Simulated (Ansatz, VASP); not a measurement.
# Nb in VASP and in Ansatz

```
Nb
1.0
     0.00000    2.03388    2.03388
     2.03388    0.00000    2.03388
     2.03388    2.03388    0.00000
Nb
1
Direct
  0.00000 0.00000 0.00000
```

Alike in both runs: task single point; functional RPBE; k mesh 21 × 21 × 21; occupations fermi-dirac, width 0.1 eV; no spin polarisation.

```csv
,VASP,Ansatz
version,VASP 6.6.1,Ansatz 0.2.0
potentials or method,"VASP PAW PBE potentials, release 64 (Nb_sv), cutoff 520 eV","plane waves (420 eV) with PAW, scalar-relativistic"
valence electrons in the cell,13,13
```

```tsv
	VASP	Ansatz	Ansatz less VASP
pressure (GPa)	24.5	24.9	+0.41
```

VASP's potentials were made for PBE, not for RPBE.
